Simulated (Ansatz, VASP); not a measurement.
**Re: VASP beside Ansatz**

POSCAR

```
Re
1.0
    2.7598270443      0.0000000000      0.0000000000
   -1.3799135221      2.3900803304      0.0000000000
    0.0000000000      0.0000000000      4.4572270891
Re
2
Direct
    0.3333333333      0.6666666667      0.2500000000
    0.6666666667      0.3333333333      0.7500000000
```

Contents of INCAR.step1:

```
PREC = Accurate
ENCUT = 520
ISMEAR = 0
SIGMA = 0.03
LREAL = False
LASPH = True
NELM = 100
NBANDS = 14
GGA = PE
ALGO = Normal
EDIFF = 1E-4
LWAVE = True
LCHARG = False
```

INCAR.step2

```
PREC = Accurate
ENCUT = 520
EDIFF = 1E-7
ISMEAR = 0
SIGMA = 0.03
LREAL = False
LASPH = True
NELM = 100
ALGO = Normal
ISIF = 2
LWAVE = False
LCHARG = False
METAGGA = R2SCAN
LMIXTAU = True
NBANDS = 14
ISTART = 1
```

The input KPOINTS:

```
Automatic mesh
0
Gamma
  13 13 7
```

Input for Ansatz:

```yaml
crystal:
  lattice:
    - [2.7598270443, 0.0, 0.0]
    - [-1.3799135221, 2.3900803304, 0.0]
    - [0.0, 0.0, 4.4572270891]
  atoms:
    - { symbol: Re, position: [0.3333333333, 0.6666666667, 0.25] }
    - { symbol: Re, position: [0.6666666667, 0.3333333333, 0.75] }
hamiltonian:
  xc: r2scan
  pseudopotentials:
    kind: paw
    azcp:
      Re: "pseudopotentials/Re.paw.azcp"
basis:
  ecutwfc: 500
  fft_grid_basis: typed
kpoints:
  mp_grid: { grid: [13, 13, 7], shift: [0, 0, 0] }
magnetization:
  spin_polarized: false
scf:
  occupations: { method: gaussian, width: 0.03 }
  lower_state_search: "off"
output:
  stress: true
```

Alike in both runs: task single point; functional r2SCAN; k mesh 13 × 13 × 7; occupations gaussian, width 0.03 eV; no spin polarisation.

|  | VASP | Ansatz |
| --- | --- | --- |
| version | VASP 6.6.1 | Ansatz 0.2.0 |
| potentials or method | VASP PAW PBE potentials, release 64 (Re), cutoff 520 eV | plane waves (500 eV) with PAW, scalar-relativistic |
| valence electrons in the cell | 14 | 30 |

VASP gave:

| Item | Value |
| --- | --- |
| pressure (GPa) | -0.1 |
| traceless stress, the component that is largest in VASP (GPa) | -0.16 |

Problem. Estimate Ansatz's values.

Solution. Pressure (GPa): -0.2; traceless stress, the component that is largest in VASP (GPa): -0.10.

VASP's potentials were made for PBE, not for r2SCAN. VASP's potentials hold 14 valence electrons a cell and Ansatz's 30, so a difference there can come from the potentials and not from the codes.

Neither program's run includes spin-orbit coupling.
